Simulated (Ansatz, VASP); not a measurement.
# InGa3As4 in VASP and in Ansatz

The input INCAR:

```
SYSTEM = InGa3As4
ALGO     = Normal         ! electronic algorithm
EDIFF    = 1E-6           ! SCF threshold, eV
ENCUT    = 520            ! plane-wave cutoff, eV
GGA      = PE             ! functional
ISIF     = 2              ! what is computed and relaxed
ISMEAR   = 0              ! smearing method
LASPH    = .TRUE.         ! aspherical terms in the spheres
LCHARG   = .FALSE.        ! write CHGCAR
LREAL    = .FALSE.        ! projectors in reciprocal space
LWAVE    = .FALSE.        ! write WAVECAR
NBANDS   = 46             ! bands
NELM     = 80             ! most SCF steps
PREC     = Accurate       ! precision mode
SIGMA    = 0.2            ! smearing width, eV
```

Contents of KPOINTS:

```
k-points
0
G
  4 4 4
  0 0 0
```

File POSCAR:

```
InGa3As4
1.0
    5.8583986000      0.0000000000      0.0000000000
    0.0000000000      5.8583986000      0.0000000000
   -2.9291993000     -2.9291993000      5.8477107000
In Ga As
1 3 4
Direct
    0.0000000000      0.0000000000      0.0000000000
    0.2500000000      0.7500000000      0.5000000000
    0.5000000000      0.5000000000      0.0000000000
    0.7500000000      0.2500000000      0.5000000000
    0.3919820000      0.3919820000      0.2594760000
    0.6080180000      0.1325060000      0.7405240000
    0.8674940000      0.8674940000      0.2594760000
    0.1325060000      0.6080180000      0.7405240000
```

Input for Ansatz:

```yaml
crystal:
  lattice:
    - [5.8583986, 0.0, 0.0]
    - [0.0, 5.8583986, 0.0]
    - [-2.9291993, -2.9291993, 5.8477107]
  atoms:
    - { symbol: In, position: [0.0, 0.0, 0.0] }
    - { symbol: Ga, position: [0.25, 0.75, 0.5] }
    - { symbol: Ga, position: [0.5, 0.5, 0.0] }
    - { symbol: Ga, position: [0.75, 0.25, 0.5] }
    - { symbol: As, position: [0.391982, 0.391982, 0.259476] }
    - { symbol: As, position: [0.608018, 0.132506, 0.740524] }
    - { symbol: As, position: [0.867494, 0.867494, 0.259476] }
    - { symbol: As, position: [0.132506, 0.608018, 0.740524] }
basis:
  ecutwfc: 420
kpoints:
  mp_grid: { grid: [4, 4, 4] }
hamiltonian:
  xc: pbe
scf:
  occupations: { method: gaussian, width: 0.2 }
  lower_state_search: "off"
output:
  forces: true
  stress: true
  eigenvalues: true
```

Alike in both runs: task single point; functional PBE; k mesh 4 × 4 × 4; occupations gaussian, width 0.2 eV; no spin polarisation.

```csv
,VASP,Ansatz
version,VASP 6.6.1,Ansatz 0.2.0
potentials or method,"VASP PAW PBE potentials, release 64 (In_d, Ga_d, As), cutoff 520 eV","scalar-relativistic, plane waves, PAW"
valence electrons in the cell,72,112
```

|  | VASP | Ansatz | Ansatz less VASP |
| --- | --- | --- | --- |
| gap on the k mesh at the Fermi level (eV) | none | none | - |
| pressure (GPa) | 0.2 | 0.1 | -0.13 |

A gap of «none» marks a metal or a gap that the smearing closes. With one functional, cell and mesh, what is left measures potentials, basis and numerics. VASP's potentials hold 72 valence electrons a cell and Ansatz's 112, so a difference there can come from the potentials and not from the codes.
